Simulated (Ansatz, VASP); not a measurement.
SnO2 in VASP and in Ansatz

```
Sn O
1.0
     4.82770    0.00000    0.00000
     0.00000    4.82770    0.00000
     0.00000    0.00000    3.23799
Sn O
2 4
Direct
  0.00000 0.00000 0.96912
  0.50000 0.50000 0.50000
  0.30661 0.30661 0.00000
  0.19339 0.80661 0.50000
  0.69339 0.69339 0.00000
  0.80661 0.19339 0.50000
```

Alike in both runs: task single point; functional PBE; k mesh 6 × 6 × 8; occupations gaussian, width 0.05 eV; no spin polarisation.

|  | VASP | Ansatz |
| --- | --- | --- |
| version | VASP 6.6.1 | Ansatz 0.2.0 |
| potentials or method | VASP PAW PBE potentials, release 64 (Sn_d, O), cutoff 520 eV | scalar-relativistic, plane waves, PAW |
| valence electrons in the cell | 52 | 52 |

VASP gave:

| Property | Result |
| --- | --- |
| gap on the k mesh at the Fermi level (eV) | 0.67 |
| least direct gap on the mesh (eV) | 0.67 |
| pressure (GPa) | 1.3 |
| traceless stress, the component that is largest in VASP (GPa) | -0.66 |
| rms of the force components (eV/Å) | 0.517 |

Question: What did Ansatz give for the same quantities?

Answer: gap on the k mesh at the Fermi level (eV): 0.68; least direct gap on the mesh (eV): 0.68; pressure (GPa): 0.7; traceless stress, the component that is largest in VASP (GPa): -0.65; rms of the force components (eV/Å): 0.503.

Atom by atom the forces differ by 0.016 eV/Å (rms over components).
